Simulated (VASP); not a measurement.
Runs of VASP 6.6.1 on C. The structure is that of space group Fmmm (No. 69), or close to it. The cells are those of the table. 

```tsv
level	potentials or basis	cell	gap on the mesh (eV)	pressure (GPa)	largest force (eV/Å)
LDA	VASP PAW LDA potentials, release 64 (C)	a = 2.504, b = 2.504, c = 7.314 Å, angles 90.0, 90.0, 120.0°, 4 atoms	0.02	(c)	0.02
PBE	VASP PAW PBE potentials, release 64 (C)	a = 2.456, b = 2.456, c = 7.173 Å, angles 90.0, 90.0, 120.0°, 4 atoms	0.02	4.2	0.03
PBE	VASP PAW PBE potentials, release 64 (C)	a = 2.406, b = 2.406, c = 7.027 Å, angles 90.0, 90.0, 120.0°, 4 atoms	0.03	22.8	0.03
PBE	VASP PAW PBE potentials, release 64 (C)	a = 2.504, b = 2.504, c = 7.314 Å, angles 90.0, 90.0, 120.0°, 4 atoms	0.02	(b)	0.02
LDA	VASP PAW LDA potentials, release 64 (C)	a = 2.488, b = 2.488, c = 7.268 Å, angles 90.0, 90.0, 120.0°, 4 atoms	0.02	-12.6	0.02
LDA	VASP PAW LDA potentials, release 64 (C)	a = 2.440, b = 2.440, c = 7.125 Å, angles 90.0, 90.0, 120.0°, 4 atoms	0.03	2.2	0.03
LDA	VASP PAW LDA potentials, release 64 (C)	a = 2.472, b = 2.472, c = 7.221 Å, angles 90.0, 90.0, 120.0°, 4 atoms	0.02	-8.1	0.02
PBE	VASP PAW PBE potentials, release 64 (C)	a = 2.472, b = 2.472, c = 7.221 Å, angles 90.0, 90.0, 120.0°, 4 atoms	0.02	(a)	0.02
```

Alike in all rows: task single point; no spin polarisation; k mesh 12 × 12 × 4; cutoff (eV) 520; smearing fermi-dirac 0.05 eV.

Problem. Fill in the values left out.

Solution. (a) -1.0; (b) -10.0; (c) -16.8.

Caveats: this functional lacks dispersion, which binds the layers, so the pressure and a relaxed spacing across them are unreliable (some runs).

A k mesh can miss the band edges.
